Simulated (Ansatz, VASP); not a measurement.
SiC in VASP and in Ansatz

```
Si C
1.0
     3.01258    0.00000    0.00000
    -1.50629    2.60897    0.00000
     0.00000    0.00000    4.94506
Si C
2 2
Direct
  0.33333 0.66667 0.99959
  0.66667 0.33333 0.49959
  0.33333 0.66667 0.37541
  0.66667 0.33333 0.87541
```

Alike in both runs: task single point; functional r2SCAN; k mesh 9 × 9 × 4; no spin polarisation.

|  | VASP | Ansatz |
| --- | --- | --- |
| version | VASP 6.6.1 | Ansatz 0.2.0 |
| potentials or method | VASP PAW PBE potentials, release 64 (Si, C) | plane waves, PAW |
| plane-wave cutoff (eV) | 520 | 500 |
| occupations | gaussian, width 0.01 eV | fixed |
| valence electrons in the cell | 16 | 16 |

|  | VASP | Ansatz | Ansatz less VASP |
| --- | --- | --- | --- |
| gap on the k mesh at the Fermi level (eV) | 2.57 | 2.56 | -0.008 |
| pressure (GPa) | 15.6 | 15.9 | +0.25 |
| traceless stress, the component that is largest in VASP (GPa) | -0.30 | -0.32 | -0.019 |
| rms of the force components (eV/Å) | 0.006 | 0.006 | +0.0002 |

VASP's potentials were made for PBE, not for r2SCAN. Atom by atom the forces differ by 0.000 eV/Å (rms over components).
